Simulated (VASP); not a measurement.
# AlNi (P4/mmm) in VASP: electric field gradients with PBE

Aim: the electric field gradients of AlNi with PBE.

Everything below comes from runs of VASP 6.6.1. Logs are shortened: lines on timing, memory, paths and dates and some standing lists are left out, and cuts for length are marked.

### Step 1. The cell of the first run

The typed cell holds 2 atoms: a = 2.894 Å, b = 2.894 Å, c = 2.895 Å, α = 90.00°, β = 90.00°, γ = 90.00°.

### Step 2. Electric field gradients, PBE

Input file INCAR:

```
PREC = Accurate
ENCUT = 520
EDIFF = 1E-8
ISMEAR = -1
SIGMA = 0.15
LREAL = F
LASPH = T
NELM = 120
ALGO = Normal
ISIF = 2
LWAVE = F
LCHARG = F
GGA = PE
LEFG = T
NBANDS = 14
GGA_COMPAT = F
```

Input file KPOINTS:

```
regular mesh
0
Gamma
  16 16 14
```

Input file POSCAR:

```
AlNi
1.0
    2.0460877322     -2.0460877322      0.0000000000
    2.0460877322      2.0460877322      0.0000000000
    0.0000000000      0.0000000000      2.8954166534
Al Ni
1 1
Direct
    0.0000000000      0.0000000000      0.0000000000
    0.5000000000      0.5000000000      0.5000000000
```

Potentials or basis: VASP PAW PBE potentials, release 64 (Al, Ni).

Run with:

```bash
$ cat potpaw_PBE.64/Al/POTCAR potpaw_PBE.64/Ni/POTCAR > POTCAR
$ mpirun -np 1 vasp_std > vasp.out
```

OUTCAR:

```text
PREC = Accurate
   ENCUT = 520
   EDIFF = 1E-8
   ISMEAR = -1
   LREAL = F
   LASPH = T
   NELM = 120
   ISIF = 2
   GGA = PE

 ion  position               nearest neighbor table
   1  0.000  0.000  0.000-   2 2.51   2 2.51   2 2.51   2 2.51   2 2.51   2 2.51   2 2.51   2 2.51

   2  0.500  0.500  0.500-   1 2.51   1 2.51   1 2.51   1 2.51   1 2.51   1 2.51   1 2.51   1 2.51

  LATTYP: Found a simple tetragonal cell.
 ALAT       =     2.8936050207
 C/A-ratio  =     1.0006260816

  Lattice vectors:

 A1 = (   2.0460877322,  -2.0460877322,   0.0000000000)
 A2 = (   2.0460877322,   2.0460877322,   0.0000000000)
 A3 = (   0.0000000000,   0.0000000000,   2.8954166534)

Analysis of symmetry for initial positions (statically):
=====================================================================
 Subroutine PRICEL returns:
 Original cell was already a primitive cell.

 Routine SETGRP: Setting up the symmetry group for a
 simple tetragonal supercell.

 Subroutine GETGRP returns: Found 16 space group operations
 (whereof 16 operations were pure point group operations)
 out of a pool of 16 trial point group operations.

The static configuration has the point symmetry D_4h.

Analysis of symmetry for dynamics (positions and initial velocities):
=====================================================================
 Subroutine PRICEL returns:
 Original cell was already a primitive cell.

 Routine SETGRP: Setting up the symmetry group for a
 simple tetragonal supercell.

 Subroutine GETGRP returns: Found 16 space group operations
 (whereof 16 operations were pure point group operations)
 out of a pool of 16 trial point group operations.

The dynamic configuration has the point symmetry D_4h.

 Subroutine INISYM returns: Found 16 space group operations
 (whereof 16 operations are pure point group operations),
 and found     1 'primitive' translations

----------------------------------------------------------------------------------------

                                     Primitive cell

  volume of cell :      24.2432

  direct lattice vectors                    reciprocal lattice vectors
     2.046087732 -2.046087732  0.000000000     0.244368798 -0.244368798  0.000000000
     2.046087732  2.046087732  0.000000000     0.244368798  0.244368798  0.000000000
     0.000000000  0.000000000  2.895416653     0.000000000  0.000000000  0.345373437

  length of vectors
     2.893605021  2.893605021  2.895416653     0.345589669  0.345589669  0.345373437

  position of ions in fractional coordinates (direct lattice)
     0.000000000  0.000000000  0.000000000
     0.500000000  0.500000000  0.500000000

  ion indices of the primitive-cell ions
   primitive index   ion index
                 1           1
                 2           2

----------------------------------------------------------------------------------------

 KPOINTS: regular mesh

Automatic generation of k-mesh.
 Grid dimensions read from file:
 generate k-points for:   16   16   14

 Generating k-lattice:

  Cartesian coordinates                     Fractional coordinates (reciprocal lattice)
     0.015273050 -0.015273050  0.000000000     0.062500000  0.000000000  0.000000000
     0.015273050  0.015273050  0.000000000     0.000000000  0.062500000  0.000000000
     0.000000000  0.000000000  0.024669531     0.000000000  0.000000000  0.071428571

  Length of vectors
     0.021599354  0.021599354  0.024669531

  Shift w.r.t. Gamma in fractional coordinates (k-lattice)
     0.000000000  0.000000000  0.000000000

 Subroutine IBZKPT returns following result:
 ===========================================

 Found    360 irreducible k-points:

 Following reciprocal coordinates:
            Coordinates               Weight
  0.000000  0.000000  0.000000      1.000000
  0.062500  0.000000  0.000000      4.000000
  0.125000  0.000000  0.000000      4.000000
  0.187500  0.000000  0.000000      4.000000
  0.250000  0.000000  0.000000      4.000000
  0.312500  0.000000  0.000000      4.000000
[... 16 lines left out ...]
  0.437500  0.125000  0.000000      8.000000
  0.500000  0.125000  0.000000      4.000000
 [... further k-points ...]
   k-points           NKPTS =    360   k-points in BZ     NKDIM =    360   number of bands    NBANDS=     14
   number of dos      NEDOS =    301   number of ions     NIONS =      2
   total plane-waves  NPLWV =  13824
   dimension x,y,z NGX =    24 NGY =   24 NGZ =   24
   dimension x,y,z NGXF=    48 NGYF=   48 NGZF=   48
   ions per type =               1   1
   NGX,Y,Z   is equivalent  to a cutoff of  13.79, 13.79, 13.78 a.u.
   NGXF,Y,Z  is equivalent  to a cutoff of  27.58, 27.58, 27.56 a.u.
 SYSTEM =  unknown system
   PREC   = accura    normal or accurate (medium, high low for compatibility)
   ISTART =      0    job   : 0-new  1-cont  2-samecut
   ICHARG =      2    charge: 1-file 2-atom 10-const
   ISPIN  =      1    spin polarized calculation?
   LNONCOLLINEAR =      F non collinear calculations
   LSORBIT =      F    spin-orbit coupling
   LASPH  =      T    aspherical Exc in radial PAW
   ENCUT  =  520.0 eV  38.22 Ry    6.18 a.u.   5.38  5.38  5.38*2*pi/ulx,y,z
   NELM   =    120;   NELMIN=  2; NELMDL= -5     # of ELM steps
   EDIFF  = 0.1E-07   stopping-criterion for ELM
   LREAL  =      F    real-space projection
   EDIFFG = 0.1E-06   stopping-criterion for IOM
   NSW    =      0    number of steps for IOM
   IBRION =     -1    ionic relax: 0-MD 1-quasi-New 2-CG
   NFREE  =      0    steps in history (QN), initial steepest desc. (CG)
   ISIF   =      2    stress and relaxation
   ISYM   =      2    0-nonsym 1-usesym 2-fastsym
   POTIM  = 0.5000    time-step for ionic-motion
   TEBEG  =    0.0;   TEEND  =   0.0 temperature during run
   PSTRESS=    0.0 pullay stress
   NELECT =      13.0000    total number of electrons
   NUPDOWN=      -1.0000    fix difference up-down
   EMIN   =  10.00;   EMAX   =-10.00  energy-range for DOS
   EFERMI =   0.00;   METHOD = LEGACY
   ISMEAR =    -1;   SIGMA  =   0.15  broadening in eV -4-tet -1-fermi 0-gaus
   EFERMI_NEDOS =   21; number of points for ismear=-14 and -15
   IALGO  =     38    algorithm
   IMIX   =      4    mixing-type and parameters
     AMIX     =   0.40;   BMIX     =  1.00
     AMIX_MAG =   1.60;   BMIX_MAG =  1.00
  volume/ion in A,a.u.               =      12.12        81.80
  Fermi-wavevector in a.u.,A,eV,Ry     =   1.330024  2.513381 24.068208  1.768963
  Thomas-Fermi vector in A             =   2.459142
   LORBIT       =      0    0 simple, 1 ext, 2 COOP (PROOUT), +10 PAW based schemes
   GGA     = PE    functional components
   LHFCALC =     F    Hartree Fock is set to
   AEXX    =    0.0000 exact exchange contribution
   IVDW    =     0    specifies the selected vdW correction
   LEPSILON=     F    determine dielectric tensor
   LRPA    =     F    only Hartree local field effects (RPA)
 non-spin polarized calculation
  energy-cutoff  :      520.00
  volume of cell :       24.24
 maximum number of plane-waves:       672
 NGX is ok and might be reduce to    24
   NGX = 11   NGY = 11   NGZ = 11

 number of electron      13.0000013 magnetization

 Free energy of the ion-electron system (eV)
  ---------------------------------------------------
  ext. energy  EPLUGINS =         0.00000000
  ---------------------------------------------------
  free energy    TOTEN  =       -10.57031359 eV

  energy without entropy =      -10.50612300  energy(sigma->0) =      -10.53821830

 E-fermi :   9.8651     XC(G=0): -11.9831

 val. band max:        9.8599475575   @ k =   0.3125   0.0000   0.0000
 cond. band min:       9.8740037557   @ k =   0.4375   0.3125   0.5000
 fundamental gap:      0.0140561981
 Fermi energy:         9.8651276736

 k-point     1 :       0.0000    0.0000    0.0000
  band No.  band energies     occupation
      1      -1.1918      2.00000
      2       6.6739      2.00000
      3       6.6739      2.00000
      4       8.3188      1.99993
      5       8.3188      1.99993
      6       8.3201      1.99993
      7      15.2734      0.00000
      8      15.2956      0.00000
      9      15.2956      0.00000
     10      17.9217      0.00000
     11      17.9267      0.00000
     12      23.3423      0.00000
     13      30.6098      0.00000
     14      30.6163      0.00000

 k-point     2 :       0.0625    0.0000    0.0000
  band No.  band energies     occupation
      1      -1.1205      2.00000
      2       6.6689      2.00000
      3       6.6905      2.00000
      4       8.2879      1.99995
      5       8.2893      1.99995
      6       8.3221      1.99993
      7      14.5099      0.00000
      8      15.3678      0.00000
      9      15.3899      0.00000
     10      17.9282      0.00000
     11      18.6358      0.00000
     12      23.5960      0.00000
     13      29.7420      0.00000
     14      29.7581      0.00000

 k-point     3 :       0.1250    0.0000    0.0000
  band No.  band energies     occupation
      1      -0.9073      2.00000
      2       6.6399      2.00000
      3       6.7382      2.00000
      4       8.2024      1.99997
      5       8.2040      1.99997
      6       8.3313      1.99993
      7      13.1350      0.00000
      8      15.6443      0.00000
      9      15.6660      0.00000
     10      17.9439      0.00000
     11      19.7459      0.00000
     12      24.4047      0.00000
     13      28.2469      0.00000
     14      28.2643      0.00000
[... 324 lines left out ...]
 k-point    23 :       0.4375    0.1250    0.0000
  band No.  band energies     occupation
      1       2.3716      2.00000
      2       4.2475      2.00000
      3       7.1655      2.00000
      4       7.5872      2.00000
      5       7.6748      2.00000
      6       8.3039      1.99994
      7       9.2569      1.96592
      8      16.2770      0.00000
      9      18.1561      0.00000
     10      19.4235      0.00000
     11      21.0252      0.00000
     12      21.5915      0.00000
     13      24.8626      0.00000
     14      25.7971      0.00000

 k-point    24 :       0.5000    0.1250    0.0000
  band No.  band energies     occupation
      1       3.1560      2.00000
      2       3.4269      2.00000
      3       7.1947      2.00000
      4       7.5643      2.00000
      5       7.6525      2.00000
      6       8.3077      1.99994
      7       9.1903      1.97800
      8      16.7318      0.00000
      9      17.7050      0.00000
     10      20.2183      0.00000
     11      20.7032      0.00000
     12      20.9737      0.00000
     13      25.0608      0.00000
     14      25.6715      0.00000

 [... further k-points ...]
[... 5 lines left out ...]
  --------------------------------------------------------------------------------------
  -------------------------------------------------------------------------------------
  Total       -0.0000419     -0.0000419     -0.0005004      0.0000000     -0.0000000     -0.0000000
  in kB       -0.0027716     -0.0027716     -0.0330723      0.0000000     -0.0000000     -0.0000000
  external PRESSURE =      -0.0128718 kB  Pullay stress =       0.0000000 kB

 VOLUME and BASIS-vectors are now :
 -----------------------------------------------------------------------------
  energy-cutoff  :      520.00
  volume of cell :       24.24
      direct lattice vectors                 reciprocal lattice vectors
     2.046087732 -2.046087732  0.000000000     0.244368798 -0.244368798  0.000000000
     2.046087732  2.046087732  0.000000000     0.244368798  0.244368798  0.000000000
     0.000000000  0.000000000  2.895416653     0.000000000  0.000000000  0.345373437

 POSITION                                       TOTAL-FORCE (eV/Angst)
 -----------------------------------------------------------------------------------
      0.00000      0.00000      0.00000         0.000000      0.000000      0.000000
      2.04609      0.00000      1.44771        -0.000000     -0.000000      0.000000
 -----------------------------------------------------------------------------------
    total drift:                                0.000000     -0.000000     -0.000000

  FREE ENERGIE OF THE ION-ELECTRON SYSTEM (eV)
  ---------------------------------------------------
  free  energy   TOTEN  =       -10.5703135950 eV

  energy  without entropy=      -10.5061230013  energy(sigma->0) =      -10.53821830

 Electric field gradients (V/A^2)
---------------------------------------------------------------------
 ion       V_xx      V_yy      V_zz      V_xy      V_xz      V_yz
---------------------------------------------------------------------
   1      -0.001    -0.001     0.003     0.000     0.000     0.000
   2       0.058     0.058    -0.117    -0.000    -0.000    -0.000
---------------------------------------------------------------------

 Electric field gradients after diagonalization (V/A^2)
 (convention: |V_zz| > |V_xx| > |V_yy|)
----------------------------------------------------------------------
 ion       V_xx      V_yy      V_zz     asymmetry (V_yy - V_xx)/ V_zz
----------------------------------------------------------------------
   1      -0.001    -0.001     0.003       0.000
   2       0.058     0.058    -0.117       0.000
----------------------------------------------------------------------

           NMR quadrupolar parameters

 Cq : quadrupolar parameter    Cq=e*Q*V_zz/h
 eta: asymmetry parameters     (V_yy - V_xx)/ V_zz
 Q  : nuclear electric quadrupole moment in mb (millibarn)
----------------------------------------------------------------------
 ion       Cq(MHz)       eta       Q (mb)
----------------------------------------------------------------------
   1       0.000       0.000       1.000
   2      -0.000       0.000       1.000
----------------------------------------------------------------------
```

It took 2.6 min on 1 thread of Intel Xeon 8259CL, shared host; peak memory 0.24 GiB.

Results:

```yaml
Free_energy: -10.5703 eV
Pressure: 0.0 GPa
```

Caveat: without QUAD_EFG the Cq values of the log hold for a quadrupole moment of 1 mb, not for the nuclei. Spin polarisation is off, so any magnetic state and its effect on volume and gap are missing.
